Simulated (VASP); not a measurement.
# Zr (Fm-3m) in VASP: notebook

The runs below take Zr through single point, with PBEsol.

Everything below comes from runs of VASP 6.6.1. Logs are shortened: lines on timing, memory, paths and dates and some standing lists are left out, and cuts for length are marked.

## 1. The cell of the first run

It takes space group Fm-3m (No. 225, cubic). Conventional cell: a = 4.464 Å, b = 4.464 Å, c = 4.464 Å, α = 90.00°, β = 90.00°, γ = 90.00°. Zr (site symmetry m-3m) has 12 Zr at 3.16 Å within 4.2 Å.

## 2. Single point, PBEsol

INCAR reads:

```
  ALGO = Normal
  EDIFF = 1E-7
  ENCUT = 520
  GGA = PS
  ISIF = 2
  ISMEAR = -1
  LASPH = T
  LCHARG = F
  LREAL = F
  LWAVE = F
  NBANDS = 12
  NELM = 60
  PREC = Accurate
  SIGMA = 0.1
```

KPOINTS reads:

```
k-points
0
Gamma
  12 12 12
```

POSCAR reads:

```
Zr
1.0
    0.0000000000      2.2319517071      2.2319517071
    2.2319517071      0.0000000000      2.2319517071
    2.2319517071      2.2319517071      0.0000000000
Zr
1
Direct
    0.0000000000      0.0000000000      0.0000000000
```

Potentials or basis: VASP PAW PBE potentials, release 64 (Zr_sv).

Command:

```
$ cat potpaw_PBE.64/Zr_sv/POTCAR > POTCAR
$ mpirun -np 1 vasp_std > vasp.out
```

OUTCAR:

```text
EDIFF = 1E-7
   ENCUT = 520
   GGA = PS
   ISIF = 2
   ISMEAR = -1
   LASPH = T
   LREAL = F
   NELM = 60
   PREC = Accurate

 ion  position               nearest neighbor table
   1  0.000  0.000  0.000-

  LATTYP: Found a face centered cubic cell.
 ALAT       =     4.4639034142

  Lattice vectors:

 A1 = (   0.0000000000,   2.2319517071,   2.2319517071)
 A2 = (   2.2319517071,   0.0000000000,   2.2319517071)
 A3 = (   2.2319517071,   2.2319517071,   0.0000000000)

Analysis of symmetry for initial positions (statically):
=====================================================================
 Subroutine PRICEL returns:
 Original cell was already a primitive cell.

 Routine SETGRP: Setting up the symmetry group for a
 face centered cubic supercell.

 Subroutine GETGRP returns: Found 48 space group operations
 (whereof 48 operations were pure point group operations)
 out of a pool of 48 trial point group operations.

The static configuration has the point symmetry O_h .

Analysis of symmetry for dynamics (positions and initial velocities):
=====================================================================
 Subroutine PRICEL returns:
 Original cell was already a primitive cell.

 Routine SETGRP: Setting up the symmetry group for a
 face centered cubic supercell.

 Subroutine GETGRP returns: Found 48 space group operations
 (whereof 48 operations were pure point group operations)
 out of a pool of 48 trial point group operations.

The dynamic configuration has the point symmetry O_h .

 Subroutine INISYM returns: Found 48 space group operations
 (whereof 48 operations are pure point group operations),
 and found     1 'primitive' translations

----------------------------------------------------------------------------------------

                                     Primitive cell

  volume of cell :      22.2374

  direct lattice vectors                    reciprocal lattice vectors
     0.000000000  2.231951707  2.231951707    -0.224019184  0.224019184  0.224019184
     2.231951707  0.000000000  2.231951707     0.224019184 -0.224019184  0.224019184
     2.231951707  2.231951707  0.000000000     0.224019184  0.224019184 -0.224019184

  length of vectors
     3.156456375  3.156456375  3.156456375     0.388012608  0.388012608  0.388012608

  position of ions in fractional coordinates (direct lattice)
     0.000000000  0.000000000  0.000000000

  ion indices of the primitive-cell ions
   primitive index   ion index
                 1           1
[... 72 lines left out ...]
   EDIFF  = 0.1E-06   stopping-criterion for ELM
   LREAL  =      F    real-space projection
   EDIFFG = 0.1E-05   stopping-criterion for IOM
   NSW    =      0    number of steps for IOM
   IBRION =     -1    ionic relax: 0-MD 1-quasi-New 2-CG
   NFREE  =      0    steps in history (QN), initial steepest desc. (CG)
   ISIF   =      2    stress and relaxation
   ISYM   =      2    0-nonsym 1-usesym 2-fastsym
   POTIM  = 0.5000    time-step for ionic-motion
   TEBEG  =    0.0;   TEEND  =   0.0 temperature during run
   PSTRESS=    0.0 pullay stress
   NELECT =      12.0000    total number of electrons
   NUPDOWN=      -1.0000    fix difference up-down
   EMIN   =  10.00;   EMAX   =-10.00  energy-range for DOS
   EFERMI =   0.00;   METHOD = LEGACY
   ISMEAR =    -1;   SIGMA  =   0.10  broadening in eV -4-tet -1-fermi 0-gaus
   EFERMI_NEDOS =   21; number of points for ismear=-14 and -15
   IALGO  =     38    algorithm
   IMIX   =      4    mixing-type and parameters
     AMIX     =   0.40;   BMIX     =  1.00
     AMIX_MAG =   1.60;   BMIX_MAG =  1.00
  volume/ion in A,a.u.               =      22.24       150.07
  Fermi-wavevector in a.u.,A,eV,Ry     =   1.332827  2.518678 24.169768  1.776428
  Thomas-Fermi vector in A             =   2.461732
   LORBIT       =      0    0 simple, 1 ext, 2 COOP (PROOUT), +10 PAW based schemes
   GGA     = PS    functional components
   LHFCALC =     F    Hartree Fock is set to
   AEXX    =    0.0000 exact exchange contribution
   IVDW    =     0    specifies the selected vdW correction
   LEPSILON=     F    determine dielectric tensor
   LRPA    =     F    only Hartree local field effects (RPA)
 non-spin polarized calculation
  energy-cutoff  :      520.00
  volume of cell :       22.24
 maximum number of plane-waves:       612
   NGX = 11   NGY = 11   NGZ = 11

 number of electron      12.0000000 magnetization

 Free energy of the ion-electron system (eV)
  ---------------------------------------------------
  ext. energy  EPLUGINS =         0.00000000
  ---------------------------------------------------
  free energy    TOTEN  =        -9.07517619 eV

  energy without entropy =       -9.03274986  energy(sigma->0) =       -9.05396302

 E-fermi :   9.2697     XC(G=0): -11.4137

 val. band max:        9.1333704056   @ k =   0.2500   0.0833   0.0000
 cond. band min:       9.2779306814   @ k =   0.2500   0.0000   0.0000
 fundamental gap:      0.1445602758
 Fermi energy:         9.2697003667

 k-point     1 :       0.0000    0.0000    0.0000
  band No.  band energies     occupation
      1     -39.2428      2.00000
      2     -16.7100      2.00000
      3     -16.7100      2.00000
      4     -16.7100      2.00000
      5       3.6326      2.00000
      6      10.2635      0.00010
      7      10.2635      0.00010
      8      10.2635      0.00010
      9      12.8262      0.00000
     10      12.8262      0.00000
     11      19.8808      0.00000
     12      24.1991      0.00000
[... 331 lines left out ...]
 k-point    24 :      -0.4167    0.1667    0.0000
  band No.  band energies     occupation
      1     -39.0542      2.00000
      2     -17.7297      2.00000
      3     -17.0636      2.00000
      4     -16.8952      2.00000
      5       6.9734      2.00000
      6       8.9084      1.94748
      7      10.0272      0.00103
      8      10.7586      0.00000
      9      14.2490      0.00000
     10      16.0068      0.00000
     11      18.8966      0.00000
     12      21.5670      0.00000

 [... further k-points ...]
[... 5 lines left out ...]
  --------------------------------------------------------------------------------------
  -------------------------------------------------------------------------------------
  Total        0.0079385      0.0079385      0.0079385      0.0000000      0.0000000     -0.0000000
  in kB        0.5719594      0.5719594      0.5719594      0.0000000      0.0000000     -0.0000000
  external PRESSURE =       0.5719594 kB  Pullay stress =       0.0000000 kB

 VOLUME and BASIS-vectors are now :
 -----------------------------------------------------------------------------
  energy-cutoff  :      520.00
  volume of cell :       22.24
      direct lattice vectors                 reciprocal lattice vectors
     0.000000000  2.231951707  2.231951707    -0.224019184  0.224019184  0.224019184
     2.231951707  0.000000000  2.231951707     0.224019184 -0.224019184  0.224019184
     2.231951707  2.231951707  0.000000000     0.224019184  0.224019184 -0.224019184

 POSITION                                       TOTAL-FORCE (eV/Angst)
 -----------------------------------------------------------------------------------
      0.00000      0.00000      0.00000         0.000000      0.000000      0.000000
 -----------------------------------------------------------------------------------
    total drift:                                0.000000     -0.000000      0.000000

  FREE ENERGIE OF THE ION-ELECTRON SYSTEM (eV)
  ---------------------------------------------------
  free  energy   TOTEN  =        -9.0751761863 eV

  energy  without entropy=       -9.0327498621  energy(sigma->0) =       -9.05396302
```

stdout:

```text
POSCAR found type information on POSCAR Zr
 POSCAR found :  1 types and       1 ions
 scaLAPACK will be used
 -----------------------------------------------------------------------------
|                                                                             |
|                                                                             |
|     You enforced a specific xc type in the INCAR file but a different       |
|     I HOPE YOU KNOW WHAT YOU ARE DOING!                                     |
|                                                                             |
 -----------------------------------------------------------------------------

 LDA part: xc-table for (Slater+PW92), standard interpolation
 POSCAR, INCAR and KPOINTS ok, starting setup
 FFT: planning ... GRIDC
 FFT: planning ... GRID_SOFT
 FFT: planning ... GRID
 WAVECAR not read
 entering main loop
```

Wall time 13 s (1 thread of Intel Xeon Platinum 8259CL at 2.50GHz (Skylake/Cascade Lake), shared host); peak memory 0.15 GiB.

Results:

- Free energy: -9.0752 eV
- Pressure: 0.1 GPa
- Band gap on the k mesh: zero (band 6 reaches 10.26 eV, above the bottom of band 7 at 8.88 eV)

Caveat: the PAW data sets were made with another functional, which shifts forces and pressure a little.

## 3. Single point, PBEsol (volume scaled by 0.88)

INCAR reads:

```
SYSTEM = Zr
ALGO = Normal
EDIFF = 1E-7
ENCUT = 520
GGA = PS
ISIF = 2
ISMEAR = -1
LASPH = .True.
LCHARG = .True.
LELF = .True.
LREAL = .False.
LVHAR = .True.
LWAVE = .False.
NBANDS = 12
NELM = 80
PREC = Accurate
SIGMA = 0.1
```

KPOINTS reads:

```
k-points
0
Gamma
  14 14 14
  0 0 0
```

POSCAR reads:

```
Zr
1.0
    0.0000000000      2.1388435458      2.1388435458
    2.1388435458      0.0000000000      2.1388435458
    2.1388435458      2.1388435458      0.0000000000
Zr
1
Direct
    0.0000000000      0.0000000000      0.0000000000
```

Potentials or basis: VASP PAW PBE potentials, release 64 (Zr_sv).

Command:

```
$ cat potpaw_PBE.64/Zr_sv/POTCAR > POTCAR
$ mpirun -np 1 vasp_std > vasp.out
```

OUTCAR:

```text
SYSTEM = Zr
   EDIFF = 1E-7
   ENCUT = 520
   GGA = PS
   ISIF = 2
   ISMEAR = -1
   LASPH = .True.
   LREAL = .False.
   NELM = 80
   PREC = Accurate

 ion  position               nearest neighbor table
   1  0.000  0.000  0.000-

  LATTYP: Found a face centered cubic cell.
 ALAT       =     4.2776870916

  Lattice vectors:

 A1 = (   0.0000000000,   2.1388435458,   2.1388435458)
 A2 = (   2.1388435458,   0.0000000000,   2.1388435458)
 A3 = (   2.1388435458,   2.1388435458,   0.0000000000)

Analysis of symmetry for initial positions (statically):
[... 530 lines left out ...]
      7      11.9081      0.00004
      8      12.8840      0.00000
      9      14.1770      0.00000
     10      15.7747      0.00000
     11      23.9530      0.00000
     12      26.5947      0.00000

 [... further k-points ...]
[... 5 lines left out ...]
  --------------------------------------------------------------------------------------
  -------------------------------------------------------------------------------------
  Total        1.8806701      1.8806701      1.8806701      0.0000000     -0.0000000      0.0000000
  in kB      153.9771075    153.9771075    153.9771075      0.0000000     -0.0000000      0.0000000
  external PRESSURE =     153.9771075 kB  Pullay stress =       0.0000000 kB

 VOLUME and BASIS-vectors are now :
 -----------------------------------------------------------------------------
  energy-cutoff  :      520.00
  volume of cell :       19.57
      direct lattice vectors                 reciprocal lattice vectors
     0.000000000  2.138843546  2.138843546    -0.233771190  0.233771190  0.233771190
     2.138843546  0.000000000  2.138843546     0.233771190 -0.233771190  0.233771190
     2.138843546  2.138843546  0.000000000     0.233771190  0.233771190 -0.233771190

 POSITION                                       TOTAL-FORCE (eV/Angst)
 -----------------------------------------------------------------------------------
      0.00000      0.00000      0.00000         0.000000      0.000000      0.000000
 -----------------------------------------------------------------------------------
    total drift:                                0.000000      0.000000      0.000000

  FREE ENERGIE OF THE ION-ELECTRON SYSTEM (eV)
  ---------------------------------------------------
  free  energy   TOTEN  =        -8.9505519734 eV

  energy  without entropy=       -8.9108887961  energy(sigma->0) =       -8.93072038
```

stdout:

```text
POSCAR found type information on POSCAR Zr
 POSCAR found :  1 types and       1 ions
 scaLAPACK will be used
 -----------------------------------------------------------------------------
|                                                                             |
|                                                                             |
|     You enforced a specific xc type in the INCAR file but a different       |
|     I HOPE YOU KNOW WHAT YOU ARE DOING!                                     |
|                                                                             |
 -----------------------------------------------------------------------------

 LDA part: xc-table for (Slater+PW92), standard interpolation
 POSCAR, INCAR and KPOINTS ok, starting setup
 FFT: planning ... GRIDC
 FFT: planning ... GRID_SOFT
 FFT: planning ... GRID
 WAVECAR not read
 entering main loop
```

It took 22 s on 1 thread of Intel Xeon Platinum 8259CL at 2.50GHz (Skylake/Cascade Lake), shared host; peak memory 0.15 GiB.

Results:

| Property | Result |
| --- | --- |
| Free energy | -8.9506 eV |
| Pressure | 15.4 GPa |
| Band gap on the k mesh | zero (band 6 reaches 11.82 eV, above the bottom of band 7 at 10.10 eV) |

Levels at points of the mesh, in eV from the Fermi level:
| k point | band 4 | band 5 | band 6 | band 7 | band 8 | band 9 |
| --- | --- | --- | --- | --- | --- | --- |
| (0.00, 0.00, 0.00) | -25.56 | -5.80 | 0.98 | 0.98 | 0.98 | 4.00 |
| (0.50, 0.00, 0.00) | -25.77 | -3.42 | 0.73 | 0.73 | 1.90 | 6.29 |
| (0.50, 0.50, 0.00) | -26.14 | -3.75 | -2.87 | 4.15 | 6.30 | 6.97 |

Caveat: the PAW data sets were made with another functional, which shifts forces and pressure a little.

## 4. Single point, PBEsol (volume scaled by 0.92)

INCAR reads:

```
SYSTEM = Zr
  ALGO = Normal
  EDIFF = 1E-7
  ENCUT = 520
  GGA = PS
  ISIF = 2
  ISMEAR = -1
  LASPH = .True.
  LCHARG = .False.
  LREAL = .False.
  LWAVE = .False.
  NBANDS = 12
  NELM = 80
  PREC = Accurate
  SIGMA = 0.1
```

KPOINTS is that of step 3.

POSCAR reads:

```
Zr
1.0
    0.0000000000      2.1707712909      2.1707712909
    2.1707712909      0.0000000000      2.1707712909
    2.1707712909      2.1707712909      0.0000000000
Zr
1
Direct
    0.0000000000      0.0000000000      0.0000000000
```

Command:

```
$ cat potpaw_PBE.64/Zr_sv/POTCAR > POTCAR
$ mpirun -np 1 vasp_std > vasp.out
```

It took 19 s on 1 thread of Intel Xeon Platinum 8259CL at 2.50GHz (Skylake/Cascade Lake), shared host; peak memory 0.15 GiB.

Results (log left out):

```yaml
Free_energy: -9.0196 eV
Pressure: 9.5 GPa
Band_gap_on_the_k_mesh: zero (band 6 reaches 11.26 eV, above the bottom of band 7 at 9.55 eV)
```

Levels at points of the mesh, in eV from the Fermi level:
```csv
k point,band 4,band 5,band 6,band 7,band 8,band 9
"(0.00, 0.00, 0.00)",-25.71,-5.75,0.99,0.99,0.99,3.85
"(0.50, 0.00, 0.00)",-25.89,-3.29,0.76,0.76,1.67,6.00
"(0.50, 0.50, 0.00)",-26.22,-3.54,-2.67,3.81,6.01,6.63
```

Caveat: the PAW data sets were made with another functional, which shifts forces and pressure a little.

## 5. Summary

| cell | k mesh | gap on the mesh (eV) | pressure (GPa) |
| --- | --- | --- | --- |
| a = 3.156 Å, angles 60.0°, 1 atom | 12 × 12 × 12 | none | 0.1 |
| a = 3.025 Å, angles 60.0°, 1 atom | 14 × 14 × 14 | none | 15.4 |
| a = 3.070 Å, angles 60.0°, 1 atom | 14 × 14 × 14 | none | 9.5 |

Alike in all rows: task single point; level PBEsol; potentials or basis VASP PAW PBE potentials, release 64 (Zr_sv); no spin polarisation; cutoff (eV) 520; smearing fermi-dirac 0.1 eV.

Caveats: the PAW data sets were made with another functional, which shifts forces and pressure a little.

Absolute energies hang on the potentials; compare differences alone.
